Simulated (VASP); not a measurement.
Runs of VASP 6.6.1 on V. The structure is that of space group Im-3m (No. 229), or close to it. The cells are those of the table. 

```csv
level,spin,cell,k mesh,gap on the mesh (eV),pressure (GPa),moment (μB)
PBE,"collinear, ferromagnetic start","a = 2.601 Å, angles 109.5°, 1 atom",10 × 10 × 10,none,(a),0.00
r2SCAN,off,"a = 2.565 Å, angles 109.5°, 1 atom",20 × 20 × 20,none,4.9,-
r2SCAN,off,"a = 2.600 Å, angles 109.5°, 1 atom",20 × 20 × 20,none,(b),-
r2SCAN,"collinear, ferromagnetic start","a = 2.578 Å, angles 109.5°, 1 atom",20 × 20 × 20,none,1.8,0.00
r2SCAN,"collinear, ferromagnetic start","a = 2.601 Å, angles 109.5°, 1 atom",20 × 20 × 20,none,-3.2,0.00
```

Alike in all rows: task single point; potentials or basis VASP PAW PBE potentials, release 64 (V_sv); cutoff (eV) 520; smearing gaussian 0.05 eV.

Problem. Fill in the values left out.

Solution. (a) 0.2; (b) -3.1.

Caveats: the PAW data sets were made with another functional, which shifts forces and pressure a little (some runs).

A gap of «none» marks levels without a gap at the run's occupations.
